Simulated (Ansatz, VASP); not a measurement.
**One calculation of Re, two programs**

```
CELL_PARAMETERS angstrom
0.00000 1.94666 1.94666
1.94666 0.00000 1.94666
1.94666 1.94666 0.00000
ATOMIC_POSITIONS crystal
Re 0.00000 0.00000 0.00000
```

Alike in both runs: task single point; functional r2SCAN; k mesh 16 × 16 × 16; occupations fermi-dirac, width 0.1 eV; no spin polarisation.

```csv
,VASP,Ansatz
version,VASP 6.6.1,Ansatz 0.2.0
potentials or method,"VASP PAW PBE potentials, release 64 (Re), cutoff 520 eV","plane waves (500 eV) with PAW, scalar-relativistic"
valence electrons in the cell,7,15
```

```csv
,VASP,Ansatz,Ansatz less VASP
pressure (GPa),-0.2,-0.2,-0.02
```

VASP's potentials were made for PBE, not for r2SCAN. The functional is the same, so the differences come from potentials, cutoffs and numerics. VASP's potentials hold 7 valence electrons a cell and Ansatz's 15, so a difference there can come from the potentials and not from the codes.

Neither program's run includes spin-orbit coupling.
